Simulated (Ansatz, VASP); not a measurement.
**Sb in VASP and in Ansatz**

```xyz
1
Lattice="0.0000 2.2971 2.5268 2.2971 0.0000 2.5268 2.2971 2.2971 0.0000" Properties=species:S:1:pos:R:3 pbc="T T T"
Sb    0.0000    0.0000    0.0000
```

Alike in both runs: task single point; functional LDA; k mesh 20 × 20 × 20; occupations gaussian, width 0.15 eV; no spin polarisation.

```csv
,VASP,Ansatz
version,VASP 6.6.1,Ansatz 0.2.0
potentials or method,"VASP PAW LDA potentials, release 64 (Sb), cutoff 520 eV","scalar-relativistic, plane waves, PAW"
valence electrons in the cell,5,15
```

```csv
,VASP,Ansatz,Ansatz less VASP
gap on the k mesh at the Fermi level (eV),none,none,-
pressure (GPa),-2.1,-2.2,-0.07
"traceless stress, the component that is largest in VASP (GPa)",0.83,0.85,+0.023
```

LDA's correlation is that of Perdew and Zunger in VASP and of Perdew and Wang (1992) in Ansatz. A gap of «none» marks a metal or a gap that the smearing closes. VASP's potentials hold 5 valence electrons a cell and Ansatz's 15, so a difference there can come from the potentials and not from the codes.

Spin-orbit coupling is off throughout.
